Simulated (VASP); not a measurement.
Wanted: the native input for a VASP 6.6.1 run.

```yaml
Task: single point
Functional: PBE
Potentials_or_basis: VASP PAW PBE potentials, release 64 (Nd_3, Ge_d, B), 4f in core
Cutoff: 500 eV
k_mesh: 6 × 6 × 4
Occupations: gaussian, width 0.1 eV
Spin: no spin polarisation
Dipole_correction: no
Mended: yes
Further_INCAR_settings: ALGO = Normal; EDIFF = 1e-06; NBANDS = 28
```

The structure of Nd2GeB lies in POSCAR:

```
Nd2GeB
1.0
    4.1574871346      0.0000000000      0.0000000000
   -2.0787435673      3.6004894745      0.0000000000
    0.0000000000      0.0000000000      6.5078734414
Nd Ge B
2 1 1
Direct
    0.3333333333      0.6666666667      0.2795308544
    0.6666666667      0.3333333333      0.7204691456
    0.0000000000      0.0000000000      0.0000000000
    0.0000000000      0.0000000000      0.5000000000
```

The cell was built from a structure type or drawn by symmetry, and may not be a known phase.

The input as run:

INCAR

```
SYSTEM = Nd2GeB
ALGO = Normal ; EDIFF = 1E-6
ENCUT = 500 ; GGA = PE
GGA_COMPAT = .FALSE. ; ISIF = 2
ISMEAR = 0 ; LASPH = .TRUE.
LCHARG = .FALSE. ; LMAXMIX = 6
LREAL = .FALSE. ; LWAVE = .FALSE.
NBANDS = 28 ; NELM = 200
PREC = Accurate ; SIGMA = 0.1
```

KPOINTS

```
k-points
0
G
  6 6 4
  0 0 0
```

Potentials or basis: VASP PAW PBE potentials, release 64 (Nd_3, Ge_d, B), 4f in core.

The run is started by

```sh
$ cat potpaw_PBE.64/Nd_3/POTCAR potpaw_PBE.64/Ge_d/POTCAR potpaw_PBE.64/B/POTCAR > POTCAR
$ mpirun -np 1 vasp_std > vasp.out
```

Results of the run:

```json
{
 "Pressure": "0.4 GPa",
 "Largest force": "0.005 eV/Å",
 "Band gap on the k mesh": "zero (an odd number of electrons rules out a gap without spin polarisation)"
}
```

Caveat: spin-orbit coupling is left out, which moves the levels of the heavy elements; the 4f electrons are frozen in the core, so they carry no moment and show no levels.

Run time: 26 s on 1 thread of Intel(R) Xeon(R) 6975P-C (Granite Rapids) (shared host), peak memory 0.23 GiB.
